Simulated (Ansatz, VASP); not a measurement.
Two plane-wave programs on WS2

```xyz
6
Lattice="3.1800 0.0000 0.0000 -1.5900 2.7540 0.0000 0.0000 0.0000 12.5000" Properties=species:S:1:pos:R:3 pbc="T T T"
W     0.0000    1.8360    3.1250
W     1.5900    0.9180    9.3750
S     0.0000    1.8360    7.7500
S     1.5900    0.9180    1.5000
S     0.0000    1.8360   11.0000
S     1.5900    0.9180    4.7500
```

Alike in both runs: task single point; functional PBEsol; k mesh 7 × 7 × 2; occupations gaussian, width 0.05 eV; collinear spin; Hubbard terms W d U = 8.0 eV.

|  | VASP | Ansatz |
| --- | --- | --- |
| version | VASP 6.6.1 | Ansatz 0.2.0 |
| potentials or method | VASP PAW PBE potentials, release 64 (W_sv, S), cutoff 520 eV | scalar-relativistic, plane waves, PAW |
| valence electrons in the cell | 52 | 52 |

|  | VASP | Ansatz | Ansatz less VASP |
| --- | --- | --- | --- |
| pressure (GPa) | -1.8 | 9.5 | +11.23 |
| traceless stress, the component that is largest in VASP (GPa) | -2.57 | -11.58 | -9.010 |
| rms of the force components (eV/Å) | 0.255 | 0.184 | -0.0712 |
| net moment per atom (μB) | 0.00 | 0.00 | 0.000 |
| size of the moment on the site where the two differ most (μB) | 0.00 | 1.28 | +1.285 |

VASP's potentials were made for PBE, not for PBEsol. Site moments also hang on the region over which each program counts them. The programs project onto different local orbitals, so the same U acts differently, and such runs can settle in different states. Atom by atom the forces differ by 0.123 eV/Å (rms over components). Ansatz's warnings: filled band counts differ across k points, symmetry narrowed by occupation matrices.

Neither program's run includes spin-orbit coupling.
